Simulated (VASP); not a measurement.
# PbO2 (P-3m1) in VASP: a series of runs, part 2 of 2

VASP 6.6.1. Earlier steps stand in the parts before.

### 4 Relaxation of cell and atoms, PBE, target pressure 40 GPa, at which the enthalpy is minimised

INCAR

```
SYSTEM = PbO2
PREC = Accurate
ENCUT = 600
EDIFF = 1E-6
ISMEAR = -1
SIGMA = 0.02
LREAL = .FALSE.
LASPH = .TRUE.
NELM = 100
ALGO = Normal
ISIF = 3
LWAVE = .FALSE.
LCHARG = .FALSE.
GGA = PE
IBRION = 2
NSW = 80
EDIFFG = -0.01
PSTRESS = 400.0
```

KPOINTS

```
regular mesh
0
G
  8 8 5
  0 0 0
```

POSCAR

```
PbO2
1.0
    3.0400000000      0.0000000000      0.0000000000
   -1.5200000000      2.6327172275      0.0000000000
    0.0000000000      0.0000000000      4.8640000000
Pb O
1 2
Direct
    0.0000000000      0.0000000000      0.0000000000
    0.3333333333      0.6666666667      0.2500000000
    0.6666666667      0.3333333333      0.7500000000
```

Command:

```bash
> cat potpaw_PBE.64/Pb_d/POTCAR potpaw_PBE.64/O/POTCAR > POTCAR
> mpirun -np 1 vasp_std > vasp.out
```

Wall time 2.1 min (1 thread of Intel Xeon Platinum 8488C (Sapphire Rapids), shared host); peak memory 0.19 GiB.

The run converged. Its results:

```
Free energy                                            : -14.4340 eV
Relaxed volume                                         : 10.86 Å³/atom
Relaxed cell                                           : a = 3.314 Å, b = 3.314 Å, c = 3.424 Å, α = 90.00°, β = 90.00°, γ = 120.00°
Space group after relaxing (to 0.05 Å)                 : P-3m1 (No. 164)
Energy change on relaxing (the enthalpy is what falls) : -17.1 meV/atom
Ionic steps                                            : 17
Pressure after relaxing                                : 40.0 GPa
Largest force after relaxing                           : 0.007 eV/Å
Band gap on the k mesh                                 : zero (band 13 reaches 8.39 eV, above the bottom of band 14 at 8.08 eV)
```

Forces in eV/Å, atoms in the order of the input:
```
Pb   0.000  0.000  0.000
O    0.000  0.000 -0.007
O    0.000  0.000  0.007
```

The path:
| step | energy change (eV) | largest force (eV/Å) | pressure (GPa) | volume (Å³) |
| --- | --- | --- | --- | --- |
| 1 | 0.0000 | 0.4842 | 35.18 | 38.93 |
| 2 | -0.2896 | 1.2202 | 39.37 | 36.46 |
| 3 | -0.1220 | 1.6155 | 46.51 | 34.00 |
| 4 | 2.1573 | 1.7313 | 87.94 | 27.88 |
| 5 | 0.1930 | 1.8992 | 53.83 | 32.50 |
| 6 | -0.4364 | 0.4218 | 11.74 | 35.88 |
| 7 | -0.2704 | 0.8038 | 33.92 | 33.79 |
| 8 | -0.0701 | 0.1682 | 38.31 | 32.68 |
| 9 | -0.0144 | 0.0221 | 39.32 | 32.45 |
| 10 | 0.0151 | 0.0956 | 41.67 | 32.32 |
| 11 | 0.0151 | 0.0961 | 41.68 | 32.32 |
| 12 | -0.0215 | 0.0623 | 40.83 | 32.45 |
| 13 | -0.0538 | 0.0310 | 40.06 | 32.58 |
| 14 | -0.0559 | 0.0297 | 40.00 | 32.59 |
| 15 | -0.0573 | 0.0282 | 39.97 | 32.60 |
| 16 | -0.0558 | 0.0208 | 39.99 | 32.59 |
| 17 | -0.0512 | 0.0073 | 40.04 | 32.57 |

Final structure:
```
Pb O
1.0
     3.31400    0.00000    0.00000
    -1.65700    2.87001    0.00000
     0.00000    0.00000    3.42440
Pb O
1 2
Direct
  0.00000 0.00000 0.00000
  0.33333 0.66667 0.29064
  0.66667 0.33333 0.70936
```

Levels at points of the mesh, in eV from the Fermi level:
| k point | band 11 | band 12 | band 13 | band 14 | band 15 | band 16 |
| --- | --- | --- | --- | --- | --- | --- |
| (0.00, 0.00, 0.00) | -2.10 | -2.10 | -0.66 | -0.36 | 5.89 | 10.23 |
| (0.50, 0.00, 0.00) | -3.18 | -1.41 | -0.28 | 3.43 | 7.12 | 10.98 |

Caveat: the cell is relaxed towards a set pressure, so the enthalpy falls and the energy may rise; the volume moved by over 15 % at a fixed basis, so the end points are rough; spin-orbit coupling is left out, which moves the levels of the heavy elements.

### 5 Relaxation of cell and atoms, PBE, target pressure 60 GPa, at which the enthalpy is minimised

INCAR

```
SYSTEM = PbO2
ALGO = Normal ; EDIFF = 1E-6
EDIFFG = -0.01 ; ENCUT = 600
GGA = PE ; IBRION = 2
ISIF = 3 ; ISMEAR = -1
LASPH = .TRUE. ; LCHARG = .FALSE.
LREAL = .FALSE. ; LWAVE = .FALSE.
NELM = 100 ; NSW = 80
PREC = Accurate ; PSTRESS = 600.0
SIGMA = 0.02
```

KPOINTS

```
k-points
0
G
  8 8 5
  0 0 0
```

POSCAR is that of step 4.

Command:

```bash
> cat potpaw_PBE.64/Pb_d/POTCAR potpaw_PBE.64/O/POTCAR > POTCAR
> mpirun -np 1 vasp_std > vasp.out
```

Run time: 2.3 min. Hardware: 1 thread of Intel Xeon Platinum 8488C (Sapphire Rapids), shared host; peak memory 0.2 GiB.

Results (log left out):

```yaml
Free_energy: -13.7212 eV
Relaxed_volume: 10.09 Å³/atom
Relaxed_cell: a = 3.289 Å, b = 3.289 Å, c = 3.229 Å, α = 90.00°, β = 90.00°, γ = 120.00°
Space_group_after_relaxing_to_0.05_Å: P-3m1 (No. 164)
Energy_change_on_relaxing_the_enthalpy_is_what_falls: +220.6 meV/atom
Ionic_steps: 17
Pressure_after_relaxing: 59.9 GPa
Largest_force_after_relaxing: 0.006 eV/Å
Band_gap_on_the_k_mesh: zero (band 13 reaches 9.63 eV, above the bottom of band 14 at 9.15 eV)
```

Forces in eV/Å, atoms in the order of the input:
```
Pb   0.000  0.000  0.000
O    0.000  0.000  0.006
O    0.000  0.000 -0.006
```

Step by step:
```tsv
step	energy change (eV)	largest force (eV/Å)	pressure (GPa)	volume (Å³)
1	0.0000	0.4842	35.18	38.93
2	4.0271	6.2264	158.21	28.38
3	1.3002	3.0584	79.78	33.42
4	0.8982	2.2019	76.29	31.78
5	4.7843	0.0228	149.50	24.47
6	1.3540	2.6230	90.47	29.67
7	2.2194	1.4886	106.04	27.27
8	0.3543	0.7188	26.03	32.69
9	1.0305	0.2051	62.22	29.54
10	1.0543	0.2330	63.23	29.47
11	0.9163	0.1438	61.94	29.71
12	0.7054	0.0547	59.97	30.14
13	0.6752	0.0942	59.67	30.22
14	0.6701	0.0998	59.62	30.24
15	0.6945	0.0249	60.84	30.17
16	0.6896	0.0403	60.58	30.18
17	0.6617	0.0057	59.94	30.26
```

Final structure:
```
Pb O
1.0
     3.28922    0.00000    0.00000
    -1.64461    2.84854    0.00000
     0.00000    0.00000    3.22923
Pb O
1 2
Direct
  0.00000 0.00000 0.00000
  0.33333 0.66667 0.29907
  0.66667 0.33333 0.70093
```

Levels at points of the mesh, in eV from the Fermi level:
```tsv
k point	band 9	band 10	band 11	band 12	band 13	band 14	band 15	band 16	band 17
(0.00, 0.00, 0.00)	-2.51	-2.51	-2.48	-2.48	-0.71	-0.53	6.31	10.26	10.26
(0.50, 0.00, 0.00)	-5.69	-3.75	-3.12	-1.57	-0.17	3.57	7.48	11.23	11.81
```

Caveat: the cell is relaxed towards a set pressure, so the enthalpy falls and the energy may rise; the volume moved by over 15 % at a fixed basis, so the end points are rough; spin-orbit coupling is left out, which moves the levels of the heavy elements.

### 6 Overview

```csv
cell,gap on the mesh (eV),pressure (GPa),largest force (eV/Å)
relaxed,0.74,0.0,-
relaxed to 20 GPa,none,20.1,-
relaxed to 40 GPa,none,40.0,0.01
relaxed to 60 GPa,none,59.9,0.01
```

Alike in all rows: task relaxation of cell and atoms; level PBE; potentials or basis VASP PAW PBE potentials, release 64 (Pb_d, O); no spin polarisation; k mesh 8 × 8 × 5; cutoff (eV) 600; smearing fermi-dirac 0.02 eV.

Caveats: spin-orbit coupling is left out, which moves the levels of the heavy elements; the volume moved by over 15 % at a fixed basis, so the end points are rough (some runs); the cell is relaxed towards a set pressure, so the enthalpy falls and the energy may rise (some runs).

Total energies depend on the potentials used, so only differences within one code and one set of settings carry meaning.
